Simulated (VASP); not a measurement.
The system is Mo.

```
Mo
1.0
     0.00000    1.98777    1.98777
     1.98777    0.00000    1.98777
     1.98777    1.98777    0.00000
Mo
1
Cartesian
  0.0000 0.0000 0.0000
```

This cell differs from its parent crystal: volume scaled by 0.96.

Program: VASP 6.6.1. Alike in all runs: task single point; potentials or basis VASP PAW PBE potentials, release 64 (Mo_sv); spin non-collinear, zero start, SOC; cell as given; cutoff (eV) 520.

Order these runs on this cell by their pressure, lowest first.
A. level BLYP+D4; k mesh 8 × 8 × 8; smearing gaussian 0.15 eV
B. level BLYP; k mesh 8 × 8 × 8; smearing fermi-dirac 0.05 eV
C. level BLYP+D3(BJ); k mesh 11 × 11 × 11; smearing fermi-dirac 0.05 eV

C (-2.7 GPa), A (3.2 GPa), B (14.9 GPa).

Caveats: the PAW data sets were made with another functional, which shifts forces and pressure a little; three body term missing (some runs).
